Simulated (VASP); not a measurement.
# BN (Cm) in VASP: single point with PBE

Aim: the single point of BN with PBE.

Program: VASP 6.6.1. These are calculated values, not measurements. Logs are shortened: lines on timing, memory, paths and dates and some standing lists are left out, and cuts for length are marked.

## 1. The cell of the first run

It takes space group Cm (No. 8, monoclinic). Conventional cell: a = 4.424 Å, b = 2.554 Å, c = 4.227 Å, α = 90.00°, β = 90.00°, γ = 90.00°. B (site symmetry m) has 4 N at 1.37 to 1.68 Å within 1.8 Å. Within 2.0 Å of B (site symmetry m) lie 4 N at 1.48 to 1.77 Å. N (site symmetry m) has 4 B at 1.48 to 1.77 Å within 2.0 Å. Within 1.8 Å of N (site symmetry m) lie 4 B at 1.37 to 1.68 Å.

## 2. Single point, PBE (mode 10 (1039.8 1/cm) frozen in, largest displacement -0.120 Å)

File INCAR:

```
PREC = Accurate ; ENCUT = 520
EDIFF = 1E-6 ; ISMEAR = 0
SIGMA = 0.05 ; LREAL = False
LASPH = True ; NELM = 100
ALGO = Normal ; ISIF = 2
LWAVE = False ; LCHARG = True
GGA = PE ; LELF = True
LVHAR = True ; NBANDS = 16
```

File KPOINTS:

```
Automatic mesh
0
Gamma
  12 12 6
```

File POSCAR:

```
BN
1.0
    2.5539396017      0.0000000000      0.0000000000
   -1.2769698009      2.2117765748      0.0000000000
    0.0000000000      0.0000000000      4.2268550000
B N
2 2
Direct
    0.6395391527      0.2790783053      0.9997240000
    0.3062058193      0.6124116387      0.4997240000
    0.6876025149      0.3752050298      0.6252760000
    0.3542691816      0.7085383632      0.1252760000
```

Potentials or basis: VASP PAW PBE potentials, release 64 (B, N).

Launch:

```console
> cat potpaw_PBE.64/B/POTCAR potpaw_PBE.64/N/POTCAR > POTCAR
> mpirun -np 1 vasp_std > vasp.out
```

OUTCAR:

```text
PREC = Accurate
   ENCUT = 520
   EDIFF = 1E-6
   ISMEAR = 0
   LREAL = False
   LASPH = True
   NELM = 100
   ISIF = 2
   GGA = PE

 ion  position               nearest neighbor table
   1  0.640  0.279  1.000-   4 1.37   3 1.60   4 1.68   4 1.68
   2  0.306  0.612  0.500-   3 1.48   3 1.48   4 1.60   3 1.77
   3  0.688  0.375  0.625-   2 1.48   2 1.48   1 1.60   2 1.77
   4  0.354  0.709  0.125-   1 1.37   2 1.60   1 1.68   1 1.68

  LATTYP: Found a hexagonal cell.
 ALAT       =     2.5539396017
 C/A-ratio  =     1.6550332659

  Lattice vectors:

 A1 = (   2.5539396017,   0.0000000000,   0.0000000000)
 A2 = (  -1.2769698009,   2.2117765748,   0.0000000000)
 A3 = (   0.0000000000,   0.0000000000,   4.2268550000)

Analysis of symmetry for initial positions (statically):
=====================================================================
 Subroutine PRICEL returns:
 Original cell was already a primitive cell.

 Routine SETGRP: Setting up the symmetry group for a
 hexagonal supercell.

 Subroutine GETGRP returns: Found  2 space group operations
 (whereof  2 operations were pure point group operations)
 out of a pool of 24 trial point group operations.

The static configuration has the point symmetry C_1h.

Analysis of symmetry for dynamics (positions and initial velocities):
=====================================================================
 Subroutine PRICEL returns:
 Original cell was already a primitive cell.

 Routine SETGRP: Setting up the symmetry group for a
 hexagonal supercell.

 Subroutine GETGRP returns: Found  2 space group operations
 (whereof  2 operations were pure point group operations)
 out of a pool of 24 trial point group operations.

The dynamic configuration has the point symmetry C_1h.

 Subroutine INISYM returns: Found  2 space group operations
 (whereof  2 operations are pure point group operations),
 and found     1 'primitive' translations

----------------------------------------------------------------------------------------

                                     Primitive cell

  volume of cell :      23.8764

  direct lattice vectors                    reciprocal lattice vectors
     2.553939602  0.000000000  0.000000000     0.391551938  0.226062617  0.000000000
    -1.276969801  2.211776575  0.000000000     0.000000000  0.452125233  0.000000000
     0.000000000  0.000000000  4.226855000     0.000000000  0.000000000  0.236582518

  length of vectors
     2.553939602  2.553939602  4.226855000     0.452125233  0.452125233  0.236582518

  position of ions in fractional coordinates (direct lattice)
     0.639539153  0.279078305  0.999724000
     0.306205819  0.612411639  0.499724000
     0.687602515  0.375205030  0.625276000
     0.354269182  0.708538363  0.125276000

  ion indices of the primitive-cell ions
   primitive index   ion index
                 1           1
                 2           2
                 3           3
                 4           4

----------------------------------------------------------------------------------------

 KPOINTS: Automatic mesh

Automatic generation of k-mesh.
 Grid dimensions read from file:
 generate k-points for:   12   12    6

 Generating k-lattice:

  Cartesian coordinates                     Fractional coordinates (reciprocal lattice)
     0.032629328  0.018838551  0.000000000     0.083333333  0.000000000  0.000000000
     0.000000000  0.037677103  0.000000000     0.000000000  0.083333333  0.000000000
     0.000000000  0.000000000  0.039430420     0.000000000  0.000000000  0.166666667

  Length of vectors
     0.037677103  0.037677103  0.039430420

  Shift w.r.t. Gamma in fractional coordinates (k-lattice)
     0.000000000  0.000000000  0.000000000

 Subroutine IBZKPT returns following result:
 ===========================================

 Found    242 irreducible k-points:

 Following reciprocal coordinates:
            Coordinates               Weight
  0.000000  0.000000  0.000000      1.000000
  0.083333  0.000000  0.000000      4.000000
  0.000000  0.083333  0.000000      2.000000
  0.166667  0.000000  0.000000      4.000000
  0.000000  0.166667  0.000000      2.000000
  0.250000  0.000000  0.000000      4.000000
[... 16 lines left out ...]
 -0.083333  0.416667  0.000000      4.000000
 -0.416667  0.333333  0.000000      4.000000
 [... further k-points ...]
   k-points           NKPTS =    242   k-points in BZ     NKDIM =    242   number of bands    NBANDS=     16
   number of dos      NEDOS =    301   number of ions     NIONS =      4
   total plane-waves  NPLWV =  12800
   dimension x,y,z NGX =    20 NGY =   20 NGZ =   32
   dimension x,y,z NGXF=    40 NGYF=   40 NGZF=   64
   ions per type =               2   2
   NGX,Y,Z   is equivalent  to a cutoff of  13.02, 13.02, 12.59 a.u.
   NGXF,Y,Z  is equivalent  to a cutoff of  26.04, 26.04, 25.17 a.u.
 SYSTEM =  unknown system
   PREC   = accura    normal or accurate (medium, high low for compatibility)
   ISTART =      0    job   : 0-new  1-cont  2-samecut
   ICHARG =      2    charge: 1-file 2-atom 10-const
   ISPIN  =      1    spin polarized calculation?
   LNONCOLLINEAR =      F non collinear calculations
   LSORBIT =      F    spin-orbit coupling
   LASPH  =      T    aspherical Exc in radial PAW
   ENCUT  =  520.0 eV  38.22 Ry    6.18 a.u.   4.75  4.75  7.86*2*pi/ulx,y,z
   NELM   =    100;   NELMIN=  2; NELMDL= -5     # of ELM steps
   EDIFF  = 0.1E-05   stopping-criterion for ELM
   LREAL  =      F    real-space projection
   EDIFFG = 0.1E-04   stopping-criterion for IOM
   NSW    =      0    number of steps for IOM
   IBRION =     -1    ionic relax: 0-MD 1-quasi-New 2-CG
   NFREE  =      0    steps in history (QN), initial steepest desc. (CG)
   ISIF   =      2    stress and relaxation
   ISYM   =      2    0-nonsym 1-usesym 2-fastsym
   POTIM  = 0.5000    time-step for ionic-motion
   TEBEG  =    0.0;   TEEND  =   0.0 temperature during run
   PSTRESS=    0.0 pullay stress
   NELECT =      16.0000    total number of electrons
   NUPDOWN=      -1.0000    fix difference up-down
   EMIN   =  10.00;   EMAX   =-10.00  energy-range for DOS
   EFERMI =   0.00;   METHOD = LEGACY
   ISMEAR =     0;   SIGMA  =   0.05  broadening in eV -4-tet -1-fermi 0-gaus
   EFERMI_NEDOS =   21; number of points for ismear=-14 and -15
   IALGO  =     38    algorithm
   IMIX   =      4    mixing-type and parameters
     AMIX     =   0.40;   BMIX     =  1.00
     AMIX_MAG =   1.60;   BMIX_MAG =  1.00
  volume/ion in A,a.u.               =       5.97        40.28
  Fermi-wavevector in a.u.,A,eV,Ry     =   1.432600  2.707222 27.923836  2.052344
  Thomas-Fermi vector in A             =   2.552210
   LORBIT       =      0    0 simple, 1 ext, 2 COOP (PROOUT), +10 PAW based schemes
   GGA     = PE    functional components
   LHFCALC =     F    Hartree Fock is set to
   AEXX    =    0.0000 exact exchange contribution
   IVDW    =     0    specifies the selected vdW correction
   LEPSILON=     F    determine dielectric tensor
   LRPA    =     F    only Hartree local field effects (RPA)
 non-spin polarized calculation
 Gauss-broadening in eV      SIGMA  =   0.05
  energy-cutoff  :      520.00
  volume of cell :       23.88
 maximum number of plane-waves:       660
   NGX =  9   NGY =  9   NGZ = 15

 number of electron      15.9999998 magnetization

 Free energy of the ion-electron system (eV)
  ---------------------------------------------------
  ext. energy  EPLUGINS =         0.00000000
  ---------------------------------------------------
  free energy    TOTEN  =       -33.73911530 eV

  energy without entropy =      -33.73911530  energy(sigma->0) =      -33.73911530

 E-fermi :   8.7055     XC(G=0): -12.7604

 val. band max:        8.4124967014   @ k =   0.0000   0.0000   0.0000
 cond. band min:      12.3076127740   @ k =   0.3333   0.3333   0.0000
 fundamental gap:      3.8951160726
 Fermi energy:         8.7055364890

 k-point     1 :       0.0000    0.0000    0.0000
  band No.  band energies     occupation
      1     -12.8936      2.00000
      2      -8.8681      2.00000
      3      -3.3970      2.00000
      4       4.4508      2.00000
      5       4.4538      2.00000
      6       6.9221      2.00000
[... 8 lines left out ...]
     15      21.6567      0.00000
     16      23.2078      0.00000

 k-point     2 :       0.0833    0.0000    0.0000
  band No.  band energies     occupation
      1     -12.7452      2.00000
      2      -8.7569      2.00000
      3      -3.2496      2.00000
      4       3.9177      2.00000
      5       4.2222      2.00000
      6       6.6518      2.00000
[... 8 lines left out ...]
     15      21.9048      0.00000
     16      22.9730      0.00000

 k-point     3 :       0.0000    0.0833    0.0000
  band No.  band energies     occupation
      1     -12.7448      2.00000
      2      -8.7557      2.00000
      3      -3.2496      2.00000
      4       3.9375      2.00000
      5       4.2541      2.00000
      6       6.5870      2.00000
[... 8 lines left out ...]
     15      21.6543      0.00000
     16      22.9722      0.00000

 k-point     4 :       0.1667    0.0000    0.0000
  band No.  band energies     occupation
      1     -12.3053      2.00000
      2      -8.4395      2.00000
      3      -2.8136      2.00000
      4       2.5486      2.00000
      5       3.5519      2.00000
      6       5.9092      2.00000
[... 8 lines left out ...]
     15      22.1507      0.00000
     16      23.0030      0.00000
[... 324 lines left out ...]
 k-point    22 :       0.3333    0.0833    0.0000
  band No.  band energies     occupation
      1     -10.0266      2.00000
      2      -7.3714      2.00000
      3      -1.4743      2.00000
      4      -0.5753      2.00000
      5       0.7351      2.00000
      6       2.8732      2.00000
[... 8 lines left out ...]
     15      23.0668      0.00000
     16      24.7558      0.00000

 k-point    23 :      -0.0833    0.4167    0.0000
  band No.  band energies     occupation
      1     -10.0151      2.00000
      2      -7.3709      2.00000
      3      -1.4160      2.00000
      4      -0.5115      2.00000
      5       1.0490      2.00000
      6       2.1376      2.00000
[... 8 lines left out ...]
     15      23.7001      0.00000
     16      24.4875      0.00000

 k-point    24 :      -0.4167    0.3333    0.0000
  band No.  band energies     occupation
      1     -10.0298      2.00000
      2      -7.3775      2.00000
      3      -1.4808      2.00000
      4      -0.5646      2.00000
      5       0.7538      2.00000
      6       2.8924      2.00000
[... 8 lines left out ...]
     15      23.7699      0.00000
     16      25.0220      0.00000

 [... further k-points ...]
[... 5 lines left out ...]
  --------------------------------------------------------------------------------------
  -------------------------------------------------------------------------------------
  Total        1.2696220      4.0574049      0.7057985     -0.0000000     -1.1638283      0.0000000
  in kB       85.1953287    272.2636797     47.3611346     -0.0000000    -78.0962636      0.0000000
  external PRESSURE =     134.9400477 kB  Pullay stress =       0.0000000 kB

 VOLUME and BASIS-vectors are now :
 -----------------------------------------------------------------------------
  energy-cutoff  :      520.00
  volume of cell :       23.88
      direct lattice vectors                 reciprocal lattice vectors
     2.553939602  0.000000000  0.000000000     0.391551938  0.226062617  0.000000000
    -1.276969801  2.211776575  0.000000000     0.000000000  0.452125233  0.000000000
     0.000000000  0.000000000  4.226855000     0.000000000  0.000000000  0.236582518

 POSITION                                       TOTAL-FORCE (eV/Angst)
 -----------------------------------------------------------------------------------
      1.27697      0.61726      4.22569        -0.000000      6.713147     -1.476735
     -0.00000      1.35452      2.11226        -0.000000      3.527344     -0.895874
      1.27697      0.82987      2.64295         0.000000     -3.432388      0.885177
     -0.00000      1.56713      0.52952         0.000000     -6.808102      1.487432
 -----------------------------------------------------------------------------------
    total drift:                               -0.000000      0.000024      0.000157

  FREE ENERGIE OF THE ION-ELECTRON SYSTEM (eV)
  ---------------------------------------------------
  free  energy   TOTEN  =       -33.7391152983 eV

  energy  without entropy=      -33.7391152983  energy(sigma->0) =      -33.73911530
```

It took 54 s on 1 thread of Intel Xeon Platinum 8488C (Sapphire Rapids), shared host; peak memory 0.19 GiB.

Results:

- Free energy: -33.7391 eV
- Pressure: 13.5 GPa
- Largest force: 6.969 eV/Å
- Band gap on the k mesh: 3.90 eV, indirect (least direct gap 6.60 eV)

Forces in eV/Å, atoms in the order of the input:
```
B    0.000  6.713 -1.477
B    0.000  3.527 -0.896
N    0.000 -3.432  0.885
N    0.000 -6.808  1.487
```

Caveat: the cell differs from its parent crystal (mode 10 (1039.8 1/cm) frozen in, largest displacement -0.120 Å); forces of over 1 eV/Å act on the atoms, so gaps and moduli don't describe the material at rest.
